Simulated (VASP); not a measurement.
Wanted: the native input for a VASP 6.6.1 run.

```yaml
Task: single point
Functional: PBEsol
Potentials_or_basis: VASP PAW PBE potentials, release 64 (Gd, O)
Cutoff: 520 eV
k_mesh: 6 × 6 × 6
Occupations: gaussian, width 0.05 eV
Spin: collinear spin, ferromagnetic start
Starting_moments: "[7.72, 0.01] μB"
Hubbard_terms: Gd f U = 8.0 eV
Dipole_correction: no
Further_INCAR_settings: ALGO = Normal; EDIFF = 1e-07; NBANDS = 23
```

The structure of GdO lies in POSCAR:

```
GdO
1.0
    0.0000000000      2.7000000000      2.7000000000
    2.7000000000      0.0000000000      2.7000000000
    2.7000000000      2.7000000000      0.0000000000
Gd O
1 1
Direct
    0.0000000000      0.0000000000      0.0000000000
    0.2500000000      0.2500000000      0.2500000000
```

One way to write it, as run:

INCAR

```
SYSTEM = GdO
ALGO = Normal
EDIFF = 1E-7
ENCUT = 520
GGA = PS
ISIF = 2
ISMEAR = 0
ISPIN = 2
LASPH = .True.
LCHARG = .False.
LDAU = .True.
LDAUJ = 0 0
LDAUL = 3 -1
LDAUPRINT = 1
LDAUTYPE = 2
LDAUU = 8 0
LMAXMIX = 6
LORBIT = 11
LREAL = .False.
LWAVE = .False.
MAGMOM = 7.72 0.01
NBANDS = 23
NELM = 150
PREC = Accurate
SIGMA = 0.05
```

KPOINTS

```
k-points
0
Gamma
  6 6 6
  0 0 0
```

Potentials or basis: VASP PAW PBE potentials, release 64 (Gd, O).

Run with:

```console
$ cat potpaw_PBE.64/Gd/POTCAR potpaw_PBE.64/O/POTCAR > POTCAR
$ mpirun -np 1 vasp_std > vasp.out
```

Results of the run:

The pressure is -3.6 GPa, the net moment is 7.92 μB per cell and the site moments are Gd +7.08; O -0.01 μB. The valence electrons inside the program's atomic spheres are Gd 15.14; O 4.98.

Caveat: the PAW data sets were made with another functional, which shifts forces and pressure a little; a cell with one magnetic atom can't hold antiferromagnetic order, which such compounds often take.

It took 44 s on 1 thread of Intel Xeon 6975P-C, with other jobs on the host, peak memory 0.19 GiB.
